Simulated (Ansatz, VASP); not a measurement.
Two plane-wave programs on Si4O

```
Si O
1.0
     3.83334    0.00000    0.00000
     0.00000    3.83334    0.00000
     0.00000    0.00000   21.10348
Si O
4 1
Direct
  0.00000 0.50000 0.18954
  0.00000 0.00000 0.25376
  0.50000 0.00000 0.32071
  0.50000 0.50000 0.38399
  0.75000 0.50000 0.48824
```

Alike in both runs: task single point; functional PBE; dispersion D3(BJ); k mesh 7 × 7 × 1; occupations gaussian, width 0.05 eV; collinear spin.

|  | VASP | Ansatz |
| --- | --- | --- |
| version | VASP 6.6.1 | Ansatz 0.2.0 |
| potentials or method | VASP PAW PBE potentials, release 64 (Si, O), cutoff 520 eV | scalar-relativistic, plane waves, PAW |
| valence electrons in the cell | 22 | 22 |

|  | VASP | Ansatz | Ansatz less VASP |
| --- | --- | --- | --- |
| gap on the k mesh at the Fermi level (eV) | none | none | - |
| rms of the force components (eV/Å) | 1.202 | 1.211 | +0.0089 |
| net moment per atom (μB) | 0.20 | 0.20 | -0.001 |
| size of the moment on the site where the two differ most (μB) | 0.89 | 1.03 | +0.146 |
| work function, face that differs most (eV) | 7.86 | 7.87 | +0.015 |

Site moments also hang on the region over which each program counts them. Atom by atom the forces differ by 0.009 eV/Å (rms over components). A gap of «none» marks a metal or a gap that the smearing closes.
